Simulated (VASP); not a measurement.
# Al (Fm-3m) in VASP: a series of runs, part 2 of 2

VASP 6.6.1. Earlier steps stand in the parts before.

**5. Single point, PBE**

INCAR reads:

```
PREC     = Accurate       # precision mode
ENCUT    = 520            # plane-wave cutoff, eV
EDIFF    = 1E-7           # SCF threshold, eV
ISMEAR   = 0              # smearing method
SIGMA    = 0.1            # smearing width, eV
LREAL    = F              # projectors in reciprocal space
LASPH    = T              # aspherical terms in the spheres
NELM     = 100            # most SCF steps
ALGO     = Normal         # electronic algorithm
ISIF     = 2              # what is computed and relaxed
LWAVE    = F              # write WAVECAR
LCHARG   = F              # write CHGCAR
GGA      = PE             # functional
NBANDS   = 8              # bands
```

KPOINTS reads:

```
regular mesh
0
Gamma
  14 14 14
```

POSCAR reads:

```
Al
1.0
    0.0000000000      2.0248050000      2.0248050000
    2.0248050000      0.0000000000      2.0248050000
    2.0248050000      2.0248050000      0.0000000000
Al
1
Direct
    0.0000000000      0.0000000000      0.0000000000
```

Potentials or basis: VASP PAW PBE potentials, release 64 (Al).

Command:

```console
cat potpaw_PBE.64/Al/POTCAR > POTCAR
mpirun -np 1 vasp_std > vasp.out
```

OUTCAR:

```text
PREC = Accurate
   ENCUT = 520
   EDIFF = 1E-7
   ISMEAR = 0
   LREAL = F
   LASPH = T
   NELM = 100
   ISIF = 2
   GGA = PE

 ion  position               nearest neighbor table
   1  0.000  0.000  0.000-

  LATTYP: Found a face centered cubic cell.
 ALAT       =     4.0496100000

  Lattice vectors:

 A1 = (   0.0000000000,   2.0248050000,   2.0248050000)
 A2 = (   2.0248050000,   0.0000000000,   2.0248050000)
 A3 = (   2.0248050000,   2.0248050000,   0.0000000000)

Analysis of symmetry for initial positions (statically):
=====================================================================
 Subroutine PRICEL returns:
 Original cell was already a primitive cell.

 Routine SETGRP: Setting up the symmetry group for a
 face centered cubic supercell.

 Subroutine GETGRP returns: Found 48 space group operations
 (whereof 48 operations were pure point group operations)
 out of a pool of 48 trial point group operations.

The static configuration has the point symmetry O_h .

Analysis of symmetry for dynamics (positions and initial velocities):
=====================================================================
[... 154 lines left out ...]

  energy without entropy =       -3.73647792  energy(sigma->0) =       -3.73775066

 E-fermi :   7.9036     XC(G=0): -10.1747

 val. band max:        7.9016002765   @ k =  -0.3571   0.4286   0.2143
 cond. band min:       7.9491265414   @ k =   0.5000   0.2857   0.0000
 fundamental gap:      0.0475262649
 Fermi energy:         7.9035609914

 k-point     1 :       0.0000    0.0000    0.0000
  band No.  band energies     occupation
      1      -3.1566      2.00000
      2      20.5197      0.00000
      3      20.5197      0.00000
      4      20.5197      0.00000
      5      21.9641      0.00000
      6      21.9641      0.00000
      7      21.9641      0.00000
      8      24.3559      0.00000
[... 243 lines left out ...]
 k-point    24 :       0.2857    0.1429    0.0000
  band No.  band energies     occupation
      1      -1.1442      2.00000
      2      12.2030      0.00000
      3      16.3268      0.00000
      4      17.8671      0.00000
      5      18.2689      0.00000
      6      22.1353      0.00000
      7      26.0480      0.00000
      8      26.6106      0.00000

 [... further k-points ...]
[... 5 lines left out ...]
  --------------------------------------------------------------------------------------
  -------------------------------------------------------------------------------------
  Total       -0.0786703     -0.0786703     -0.0786703      0.0000000      0.0000000      0.0000000
  in kB       -7.5917444     -7.5917444     -7.5917444      0.0000000      0.0000000      0.0000000
  external PRESSURE =      -7.5917444 kB  Pullay stress =       0.0000000 kB

 VOLUME and BASIS-vectors are now :
 -----------------------------------------------------------------------------
  energy-cutoff  :      520.00
  volume of cell :       16.60
      direct lattice vectors                 reciprocal lattice vectors
     0.000000000  2.024805000  2.024805000    -0.246937359  0.246937359  0.246937359
     2.024805000  0.000000000  2.024805000     0.246937359 -0.246937359  0.246937359
     2.024805000  2.024805000  0.000000000     0.246937359  0.246937359 -0.246937359

 POSITION                                       TOTAL-FORCE (eV/Angst)
 -----------------------------------------------------------------------------------
      0.00000      0.00000      0.00000         0.000000      0.000000      0.000000
 -----------------------------------------------------------------------------------
    total drift:                                0.000000     -0.000000     -0.000000

  FREE ENERGIE OF THE ION-ELECTRON SYSTEM (eV)
  ---------------------------------------------------
  free  energy   TOTEN  =        -3.7390233904 eV

  energy  without entropy=       -3.7364779228  energy(sigma->0) =       -3.73775066
```

OSZICAR:

```text
N       E                     dE             d eps       ncg     rms          rms(c)
DAV:   1    -0.243262343830E+01   -0.24326E+01   -0.85405E+02  1680   0.201E+02
DAV:   2    -0.375481744966E+01   -0.13222E+01   -0.12465E+01  2344   0.183E+01
DAV:   3    -0.376181389927E+01   -0.69964E-02   -0.69946E-02  2160   0.141E+00
DAV:   4    -0.376182729676E+01   -0.13397E-04   -0.13397E-04  2512   0.566E-02
DAV:   5    -0.376182732881E+01   -0.32046E-07   -0.32383E-07  2248   0.184E-03    0.130E+00
DAV:   6    -0.374863633297E+01    0.13191E-01   -0.17446E-03  2176   0.198E-01    0.754E-01
DAV:   7    -0.373903109895E+01    0.96052E-02   -0.52047E-03  2144   0.321E-01    0.146E-01
DAV:   8    -0.373902534282E+01    0.57561E-05   -0.13802E-05  2376   0.267E-02    0.757E-03
DAV:   9    -0.373902381064E+01    0.15322E-05   -0.86383E-07  2384   0.407E-03    0.693E-04
DAV:  10    -0.373902343133E+01    0.37931E-06   -0.38536E-09  2112   0.428E-04    0.236E-04
DAV:  11    -0.373902339040E+01    0.40926E-07   -0.17215E-10  1232   0.769E-05
   1 F= -.37390234E+01 E0= -.37377507E+01  d E =-.254547E-02
```

It took 18 s on 1 thread of AMD EPYC 7R13, shared host; peak memory 0.11 GiB.

What came out:

* Free energy: -3.7390 eV
* Pressure: -0.8 GPa

**6. Overview**

```tsv
k mesh	gap on the mesh (eV)	pressure (GPa)
6 × 6 × 6	none	0.0
12 × 12 × 12	none	-0.4
14 × 14 × 14	none	-0.8
```

Alike in all rows: task single point; level PBE; potentials or basis VASP PAW PBE potentials, release 64 (Al); no spin polarisation; cell as given; cutoff (eV) 520; smearing gaussian 0.1 eV.

Caveats: some runs use coarse meshes.

Total energies depend on the potentials used, so only differences within one code and one set of settings carry meaning.
